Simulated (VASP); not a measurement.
The system is CoCl3.

```
CELL_PARAMETERS angstrom
4.77900 0.00000 0.00000
0.00000 4.77900 0.00000
0.00000 0.00000 4.77900
ATOMIC_POSITIONS crystal
Co 0.00000 0.00000 0.00000
Cl 0.50000 0.00000 0.00000
Cl 0.00000 0.00000 0.50000
Cl 0.00000 0.50000 0.00000
```

Base run:

```yaml
Program: VASP 6.6.1
Functional: PBE
Potentials_or_basis: VASP PAW PBE potentials, release 64 (Co, Cl)
Cutoff: 520 eV
k_mesh: 6 × 6 × 6
Occupations: gaussian, width 0.05 eV
Spin: collinear spin, ferromagnetic start
Starting_moments: "[2.68, 0.0, 0.0, 0.0] μB"
Hubbard_terms: Co d U = 2.0 eV
```

Its results: net moment 3.38 μB per cell; site moments Co +2.56; Cl +0.21 μB.

Problem. The run is repeated on the same cell with these changes: hubbard terms from Co d U = 2.0 eV to Co d U = 3.3 eV. What comes out?

Solution. Net moment 3.81 μB per cell; site moments Co +2.74; Cl +0.28 μB.

Caveats: a cell with one magnetic atom can't hold antiferromagnetic order, which such compounds often take.
